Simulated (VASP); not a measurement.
# GaN (P6_3mc) in VASP: notebook, part 2 of 2

VASP 6.6.1. The steps go on from the part before.

### 3 Single point, r2SCAN

File POSCAR:

```
GaN
1.0
    3.1830969073      0.0000000000      0.0000000000
   -1.5915484537      2.7566427845      0.0000000000
    0.0000000000      0.0000000000      5.1835829282
Ga N
2 2
Direct
    0.6666666667      0.3333333333      0.4991072756
    0.3333333333      0.6666666667      0.9991072756
    0.6666666667      0.3333333333      0.8758927244
    0.3333333333      0.6666666667      0.3758927244
```

File INCAR.step1:

```
PREC = Accurate
ENCUT = 520
ISMEAR = 0
SIGMA = 0.02
LREAL = F
LASPH = T
NELM = 80
NBANDS = 26
GGA = PE
ALGO = Normal
EDIFF = 1E-4
LWAVE = T
LCHARG = F
```

File INCAR.step2:

```
PREC = Accurate
ENCUT = 520
EDIFF = 1E-6
ISMEAR = 0
SIGMA = 0.02
LREAL = F
LASPH = T
NELM = 80
ALGO = Normal
ISIF = 2
LWAVE = F
LCHARG = F
METAGGA = R2SCAN
LMIXTAU = T
NBANDS = 26
ISTART = 1
```

File KPOINTS:

```
regular mesh
0
Gamma
  12 12 6
```

Potentials or basis: VASP PAW PBE potentials, release 64 (Ga_d, N).

Command:

```
$ cat potpaw_PBE.64/Ga_d/POTCAR potpaw_PBE.64/N/POTCAR > POTCAR
$ cp INCAR.step1 INCAR
$ mpirun -np 1 vasp_std > vasp.out
$ cp INCAR.step2 INCAR
$ mpirun -np 1 vasp_std > vasp.out
```

OUTCAR:

```text
PREC = Accurate
   ENCUT = 520
   EDIFF = 1E-6
   ISMEAR = 0
   LREAL = F
   LASPH = T
   NELM = 80
   ISIF = 2
   METAGGA = R2SCAN
   ISTART = 1

 ion  position               nearest neighbor table
   1  0.667  0.333  0.499-   4 1.95   4 1.95   4 1.95   3 1.95
   2  0.333  0.667  0.999-   3 1.95   3 1.95   3 1.95   4 1.95
   3  0.667  0.333  0.876-   2 1.95   2 1.95   2 1.95   1 1.95
   4  0.333  0.667  0.376-   1 1.95   1 1.95   1 1.95   2 1.95

  LATTYP: Found a hexagonal cell.
 ALAT       =     3.1830969073
 C/A-ratio  =     1.6284716046

  Lattice vectors:

 A1 = (   3.1830969073,   0.0000000000,   0.0000000000)
 A2 = (  -1.5915484537,   2.7566427845,   0.0000000000)
 A3 = (   0.0000000000,   0.0000000000,   5.1835829282)

Analysis of symmetry for initial positions (statically):
=====================================================================
 Subroutine PRICEL returns:
 Original cell was already a primitive cell.

 Routine SETGRP: Setting up the symmetry group for a
 hexagonal supercell.

[... 166 lines left out ...]
  ---------------------------------------------------
  ext. energy  EPLUGINS =         0.00000000
  ---------------------------------------------------
  free energy    TOTEN  =       -43.82087941 eV

  energy without entropy =      -43.82087941  energy(sigma->0) =      -43.82087941

 E-fermi :   5.2720     XC(G=0): -12.6638

 val. band max:        5.1016376294   @ k =   0.0000   0.0000   0.0000
 cond. band min:       7.4454967221   @ k =   0.0000   0.0000   0.0000
 fundamental gap:      2.3438590926
 Fermi energy:         5.2719864385

 k-point     1 :       0.0000    0.0000    0.0000
  band No.  band energies     occupation
      1     -11.7108      2.00000
      2     -10.7043      2.00000
      3      -8.7269      2.00000
      4      -8.7110      2.00000
      5      -8.7110      2.00000
      6      -8.6425      2.00000
[... 685 lines left out ...]
     25      17.2388      0.00000
     26      19.0353      0.00000

 [... further k-points ...]
[... 5 lines left out ...]
  --------------------------------------------------------------------------------------
  -------------------------------------------------------------------------------------
  Total        0.3187722      0.3187722      0.2818223     -0.0000000      0.0000000      0.0000000
  in kB       11.2287292     11.2287292      9.9271730     -0.0000000      0.0000000      0.0000000
  external PRESSURE =      10.7948771 kB  Pullay stress =       0.0000000 kB

 VOLUME and BASIS-vectors are now :
 -----------------------------------------------------------------------------
  energy-cutoff  :      520.00
  volume of cell :       45.48
      direct lattice vectors                 reciprocal lattice vectors
     3.183096907  0.000000000  0.000000000     0.314159458  0.181380048  0.000000000
    -1.591548454  2.756642784  0.000000000     0.000000000  0.362760096  0.000000000
     0.000000000  0.000000000  5.183582928     0.000000000  0.000000000  0.192916755

 POSITION                                       TOTAL-FORCE (eV/Angst)
 -----------------------------------------------------------------------------------
      1.59155      0.91888      2.58716         0.000000     -0.000000      0.005657
     -0.00000      1.83776      5.17896        -0.000000      0.000000      0.005657
      1.59155      0.91888      4.54026        -0.000000     -0.000000     -0.005657
     -0.00000      1.83776      1.94847        -0.000000      0.000000     -0.005657
 -----------------------------------------------------------------------------------
    total drift:                                0.000002      0.000004      0.034416

  FREE ENERGIE OF THE ION-ELECTRON SYSTEM (eV)
  ---------------------------------------------------
  free  energy   TOTEN  =       -43.8208794115 eV

  energy  without entropy=      -43.8208794115  energy(sigma->0) =      -43.82087941
```

OSZICAR.step1:

```text
N       E                     dE             d eps       ncg     rms          rms(c)
DAV:   1     0.287309621127E+03    0.28731E+03   -0.17731E+04  4274   0.260E+03
DAV:   2     0.902398819448E+01   -0.27829E+03   -0.26296E+03  4368   0.500E+02
DAV:   3    -0.270480527152E+02   -0.36072E+02   -0.35567E+02  4614   0.145E+02
DAV:   4    -0.283026320642E+02   -0.12546E+01   -0.12484E+01  4736   0.291E+01
DAV:   5    -0.283289785215E+02   -0.26346E-01   -0.26321E-01  4856   0.404E+00    0.110E+01
DAV:   6    -0.242176689243E+02    0.41113E+01   -0.10052E+01  6550   0.492E+01    0.306E+00
DAV:   7    -0.243152587516E+02   -0.97590E-01   -0.14172E+00  4156   0.902E+00    0.271E+00
DAV:   8    -0.243102498524E+02    0.50089E-02   -0.14168E-01  6398   0.504E+00    0.768E-01
DAV:   9    -0.242966718625E+02    0.13578E-01   -0.46488E-02  6466   0.366E+00    0.340E-01
DAV:  10    -0.242972357608E+02   -0.56390E-03   -0.40071E-03  4164   0.417E-01    0.657E-02
DAV:  11    -0.242971915933E+02    0.44168E-04   -0.43543E-04  4806   0.395E-01
   1 F= -.24297192E+02 E0= -.24297192E+02  d E =-.180712E-24
```

Run time: 2.1 min. Hardware: 1 thread of Intel Xeon 6975P-C (Granite Rapids), shared host; peak memory 0.21 GiB.

What came out:

- Free energy: -43.8209 eV
- Pressure: 1.1 GPa
- Largest force: 0.006 eV/Å
- Band gap on the k mesh: 2.34 eV, direct

Forces on the atoms (eV/Å):
```
Ga   0.000  0.000  0.006
Ga   0.000  0.000  0.006
N    0.000  0.000 -0.006
N    0.000  0.000 -0.006
```

Levels at points of the mesh, in eV from the valence-band top:
```
           k point  band 14  band 15  band 16  band 17  band 18  band 19  band 20  band 21  band 22  band 23
(0.00, 0.00, 0.00)    -1.07    -1.07    -0.04     0.00     0.00     2.34     4.81     9.96    10.59    10.59
(0.50, 0.00, 0.00)    -5.39    -4.30    -2.84    -2.24    -1.03     5.58     6.12     6.55     9.35    11.06
(0.00, 0.00, 0.50)    -3.93    -0.55    -0.55    -0.55    -0.55     4.77     4.77     9.18     9.18    11.11
(0.50, 0.00, 0.50)    -6.72    -2.01    -2.01    -1.95    -1.95     4.89     4.89     8.42     8.42    10.76
```

Caveat: the PAW data sets were made with another functional, which shifts forces and pressure a little. r2SCAN opens gaps a little over a GGA but as a rule still falls short of measured ones.

### 4 Single point, r2SCAN

POSCAR is that of step 3.

File INCAR.step1:

```
SYSTEM = GaN
  PREC = Accurate
  ENCUT = 520
  ISMEAR = 0
  SIGMA = 0.02
  LREAL = .FALSE.
  LASPH = .TRUE.
  NELM = 60
  NBANDS = 26
  GGA = PE
  ALGO = Normal
  EDIFF = 1E-4
  LWAVE = .TRUE.
  LCHARG = .FALSE.
```

File INCAR.step2:

```
SYSTEM = GaN
  PREC = Accurate
  ENCUT = 520
  EDIFF = 1E-6
  ISMEAR = 0
  SIGMA = 0.02
  LREAL = .FALSE.
  LASPH = .TRUE.
  NELM = 60
  ALGO = Normal
  ISIF = 2
  LWAVE = .FALSE.
  LCHARG = .FALSE.
  METAGGA = R2SCAN
  LMIXTAU = .TRUE.
  NBANDS = 26
  ISTART = 1
```

File KPOINTS:

```
regular mesh
0
G
  12 12 6
  0 0 0
```

Command:

```
$ cat potpaw_PBE.64/Ga_d/POTCAR potpaw_PBE.64/N/POTCAR > POTCAR
$ cp INCAR.step1 INCAR
$ mpirun -np 1 vasp_std > vasp.out
$ cp INCAR.step2 INCAR
$ mpirun -np 1 vasp_std > vasp.out
```

Wall time 1.8 min (1 thread of Intel Xeon 6975P-C (Granite Rapids), shared host); peak memory 0.21 GiB.

The run converged. Its results:

| Quantity | Value |
| --- | --- |
| Free energy | -43.8209 eV |
| Pressure | 1.1 GPa |
| Largest force | 0.006 eV/Å |
| Band gap on the k mesh | 2.34 eV, direct |

Forces on the atoms (eV/Å):
```
Ga   0.000  0.000  0.006
Ga   0.000  0.000  0.006
N    0.000  0.000 -0.006
N    0.000  0.000 -0.006
```

Stress tensor (GPa, compression positive):
```
1.12 0.00 0.00
0.00 1.12 0.00
0.00 0.00 0.99
```

Levels at points of the mesh, in eV from the valence-band top:
```csv
k point,band 16,band 17,band 18,band 19,band 20,band 21
"(0.00, 0.00, 0.00)",-0.04,0.00,0.00,2.34,4.81,9.96
"(0.50, 0.00, 0.00)",-2.84,-2.24,-1.03,5.58,6.12,6.55
"(0.00, 0.00, 0.50)",-0.55,-0.55,-0.55,4.77,4.77,9.18
"(0.50, 0.00, 0.50)",-2.01,-1.95,-1.95,4.89,4.89,8.42
```

Caveat: the PAW data sets were made with another functional, which shifts forces and pressure a little. r2SCAN opens gaps a little over a GGA but as a rule still falls short of measured ones.

### 5 Single point, r2SCAN (biaxial strain in the a-b plane: +2.0 %, then relaxed in part)

File POSCAR:

```
GaN
1.0
    3.2467588455      0.0000000000      0.0000000000
   -1.6233794227      2.8117756401      0.0000000000
    0.0000000000      0.0000000000      5.1349166115
Ga N
2 2
Direct
    0.6666666667      0.3333333333      0.4968135563
    0.3333333333      0.6666666667      0.9968135563
    0.6666666667      0.3333333333      0.8781864437
    0.3333333333      0.6666666667      0.3781864437
```

File INCAR.step1:

```
SYSTEM = GaN
PREC = Accurate ; ENCUT = 520
ISMEAR = 0 ; SIGMA = 0.02
LREAL = .FALSE. ; LASPH = .TRUE.
NELM = 100 ; NBANDS = 26
GGA = PE ; ALGO = Normal
EDIFF = 1E-4 ; LWAVE = .TRUE.
LCHARG = .FALSE.
```

File INCAR.step2:

```
SYSTEM = GaN
PREC = Accurate ; ENCUT = 520
EDIFF = 1E-6 ; ISMEAR = 0
SIGMA = 0.02 ; LREAL = .FALSE.
LASPH = .TRUE. ; NELM = 100
ALGO = Normal ; ISIF = 2
LWAVE = .FALSE. ; LCHARG = .TRUE.
METAGGA = R2SCAN ; LMIXTAU = .TRUE.
LELF = .TRUE. ; LVHAR = .TRUE.
NBANDS = 26 ; ISTART = 1
```

File KPOINTS:

```
Automatic mesh
0
G
  12 12 6
  0 0 0
```

Command:

```
$ cat potpaw_PBE.64/Ga_d/POTCAR potpaw_PBE.64/N/POTCAR > POTCAR
$ cp INCAR.step1 INCAR
$ mpirun -np 1 vasp_std > vasp.out
$ cp INCAR.step2 INCAR
$ mpirun -np 1 vasp_std > vasp.out
```

It took 1.8 min on 1 thread of Intel Xeon 6975P-C (Granite Rapids), shared host; peak memory 0.22 GiB.

Results (log left out):

```yaml
Free_energy: -43.7828 eV
Pressure: -4.6 GPa
Largest_force: 0.015 eV/Å
Band_gap_on_the_k_mesh: 2.09 eV, direct
```

Forces on the atoms (eV/Å):
```
Ga   0.000  0.000 -0.015
Ga   0.000  0.000 -0.015
N    0.000  0.000  0.015
N    0.000  0.000  0.015
```

Stress tensor (GPa, compression positive):
```
-7.40  0.00  0.00
 0.00 -7.40  0.00
 0.00  0.00  0.89
```

Levels at points of the mesh, in eV from the valence-band top:
```csv
k point,band 15,band 16,band 17,band 18,band 19,band 20,band 21,band 22
"(0.00, 0.00, 0.00)",-1.23,-0.12,-0.12,0.00,2.09,4.22,9.93,10.08
"(0.50, 0.00, 0.00)",-4.20,-2.93,-2.18,-1.08,5.19,5.87,6.63,9.10
"(0.00, 0.00, 0.50)",-0.69,-0.69,-0.69,-0.69,4.39,4.39,9.06,9.06
"(0.50, 0.00, 0.50)",-2.08,-2.08,-1.82,-1.82,4.79,4.79,8.18,8.18
```

Caveat: the cell differs from its parent crystal (biaxial strain in the a-b plane: +2.0 %, then relaxed in part); the PAW data sets were made with another functional, which shifts forces and pressure a little.

### 6 Single point, r2SCAN (biaxial strain in the a-b plane: +2.0 %)

File POSCAR:

```
GaN
1.0
    3.2467588455      0.0000000000      0.0000000000
   -1.6233794227      2.8117756401      0.0000000000
    0.0000000000      0.0000000000      5.1213799331
Ga N
2 2
Direct
    0.6666666667      0.3333333333      0.4991072756
    0.3333333333      0.6666666667      0.9991072756
    0.6666666667      0.3333333333      0.8758927244
    0.3333333333      0.6666666667      0.3758927244
```

File INCAR.step1:

```
ALGO = Normal
EDIFF = 1E-4
ENCUT = 520
GGA = PE
ISMEAR = 0
LASPH = T
LCHARG = F
LREAL = F
LWAVE = T
NBANDS = 26
NELM = 80
PREC = Accurate
SIGMA = 0.02
```

File INCAR.step2:

```
ALGO = Normal
EDIFF = 1E-6
ENCUT = 520
ISIF = 2
ISMEAR = 0
ISTART = 1
LASPH = T
LCHARG = F
LMIXTAU = T
LREAL = F
LWAVE = F
METAGGA = R2SCAN
NBANDS = 26
NELM = 80
PREC = Accurate
SIGMA = 0.02
```

File KPOINTS:

```
k-points
0
Gamma
  12 12 6
```

Potentials or basis: VASP PAW PBE potentials, release 64 (Ga_d, N).

Command:

```
$ cat potpaw_PBE.64/Ga_d/POTCAR potpaw_PBE.64/N/POTCAR > POTCAR
$ cp INCAR.step1 INCAR
$ mpirun -np 1 vasp_std > vasp.out
$ cp INCAR.step2 INCAR
$ mpirun -np 1 vasp_std > vasp.out
```

Run time: 99 s. Hardware: 1 thread of Intel Xeon 6975P-C (Granite Rapids), shared host; peak memory 0.22 GiB.

The run converged. Its results:

```yaml
Free_energy: -43.7727 eV
Pressure: -3.9 GPa
Largest_force: 0.338 eV/Å
Band_gap_on_the_k_mesh: 2.16 eV, direct
```

Forces on the atoms (eV/Å):
```
Ga   0.000  0.000 -0.338
Ga   0.000  0.000 -0.338
N    0.000  0.000  0.338
N    0.000  0.000  0.338
```

Stress tensor (GPa, compression positive):
```
-7.92  0.00  0.00
 0.00 -7.92  0.00
 0.00  0.00  4.05
```

Levels at points of the mesh, in eV from the valence-band top:
| k point | band 14 | band 15 | band 16 | band 17 | band 18 | band 19 | band 20 | band 21 | band 22 | band 23 |
| --- | --- | --- | --- | --- | --- | --- | --- | --- | --- | --- |
| (0.00, 0.00, 0.00) | -1.21 | -1.21 | -0.05 | -0.05 | 0.00 | 2.16 | 4.30 | 10.00 | 10.12 | 10.12 |
| (0.50, 0.00, 0.00) | -5.18 | -4.23 | -2.89 | -2.21 | -0.97 | 5.25 | 5.94 | 6.66 | 9.16 | 10.80 |
| (0.00, 0.00, 0.50) | -3.77 | -0.64 | -0.64 | -0.64 | -0.64 | 4.45 | 4.45 | 9.18 | 9.18 | 10.65 |
| (0.50, 0.00, 0.50) | -6.60 | -2.01 | -2.01 | -1.81 | -1.81 | 4.83 | 4.83 | 8.30 | 8.30 | 10.59 |

Caveat: the cell differs from its parent crystal (biaxial strain in the a-b plane: +2.0 %); the PAW data sets were made with another functional, which shifts forces and pressure a little.

### 7 Single point, r2SCAN (biaxial strain in the a-b plane: +4.0 %)

File POSCAR:

```
GaN
1.0
    3.3104207836      0.0000000000      0.0000000000
   -1.6552103918      2.8669084958      0.0000000000
    0.0000000000      0.0000000000      5.0591769380
Ga N
2 2
Direct
    0.6666666667      0.3333333333      0.4968135563
    0.3333333333      0.6666666667      0.9968135563
    0.6666666667      0.3333333333      0.8781864437
    0.3333333333      0.6666666667      0.3781864437
```

File INCAR.step1:

```
SYSTEM = GaN
PREC = Accurate ; ENCUT = 520
ISMEAR = 0 ; SIGMA = 0.02
LREAL = .FALSE. ; LASPH = .TRUE.
NELM = 60 ; NBANDS = 26
GGA = PE ; ALGO = Normal
EDIFF = 1E-4 ; LWAVE = .TRUE.
LCHARG = .FALSE.
```

File INCAR.step2:

```
SYSTEM = GaN
PREC = Accurate ; ENCUT = 520
EDIFF = 1E-7 ; ISMEAR = 0
SIGMA = 0.02 ; LREAL = .FALSE.
LASPH = .TRUE. ; NELM = 60
ALGO = Normal ; ISIF = 2
LWAVE = .FALSE. ; LCHARG = .FALSE.
METAGGA = R2SCAN ; LMIXTAU = .TRUE.
NBANDS = 26 ; ISTART = 1
```

File KPOINTS:

```
Automatic mesh
0
G
  12 12 6
  0 0 0
```

Command:

```
$ cat potpaw_PBE.64/Ga_d/POTCAR potpaw_PBE.64/N/POTCAR > POTCAR
$ cp INCAR.step1 INCAR
$ mpirun -np 1 vasp_std > vasp.out
$ cp INCAR.step2 INCAR
$ mpirun -np 1 vasp_std > vasp.out
```

Run time: 3.6 min. Hardware: 1 thread of Intel Xeon 6975P-C (Granite Rapids), shared host; peak memory 0.23 GiB.

It converged, with:

- Free energy: -43.6420 eV
- Pressure: -8.1 GPa
- Largest force: 0.332 eV/Å
- Band gap on the k mesh: 1.88 eV, direct

Forces on the atoms (eV/Å):
```
Ga   0.000  0.000 -0.332
Ga   0.000  0.000 -0.332
N    0.000  0.000  0.332
N    0.000  0.000  0.332
```

Stress tensor (GPa, compression positive):
```
-14.67   0.00   0.00
  0.00 -14.67   0.00
  0.00   0.00   5.10
```

Levels at points of the mesh, in eV from the valence-band top:
| k point | band 16 | band 17 | band 18 | band 19 | band 20 | band 21 |
| --- | --- | --- | --- | --- | --- | --- |
| (0.00, 0.00, 0.00) | -0.18 | -0.18 | 0.00 | 1.88 | 3.72 | 9.63 |
| (0.50, 0.00, 0.00) | -3.01 | -2.19 | -1.02 | 4.85 | 5.67 | 6.75 |
| (0.00, 0.00, 0.50) | -0.80 | -0.80 | -0.80 | 4.09 | 4.09 | 9.08 |
| (0.50, 0.00, 0.50) | -2.10 | -1.70 | -1.70 | 4.70 | 4.70 | 8.10 |

Caveat: the cell differs from its parent crystal (biaxial strain in the a-b plane: +4.0 %); the PAW data sets were made with another functional, which shifts forces and pressure a little.

### 8 Summary

| cell | gap on the mesh (eV) | pressure (GPa) | largest force (eV/Å) |
| --- | --- | --- | --- |
| a = 3.183, b = 3.183, c = 5.184 Å, angles 90.0, 90.0, 120.0°, 4 atoms | 2.34 | 1.1 | 0.01 |
| a = 3.247, b = 3.247, c = 5.135 Å, angles 90.0, 90.0, 120.0°, 4 atoms | 2.09 | -4.6 | 0.02 |
| a = 3.247, b = 3.247, c = 5.121 Å, angles 90.0, 90.0, 120.0°, 4 atoms | 2.16 | -3.9 | 0.34 |
| a = 3.310, b = 3.310, c = 5.059 Å, angles 90.0, 90.0, 120.0°, 4 atoms | 1.88 | -8.1 | 0.33 |

Alike in all rows: task single point; level r2SCAN; potentials or basis VASP PAW PBE potentials, release 64 (Ga_d, N); no spin polarisation; k mesh 12 × 12 × 6; cutoff (eV) 520; smearing gaussian 0.02 eV.

Caveats: the PAW data sets were made with another functional, which shifts forces and pressure a little.

Total energies depend on the potentials used, so only differences within one code and one set of settings carry meaning.
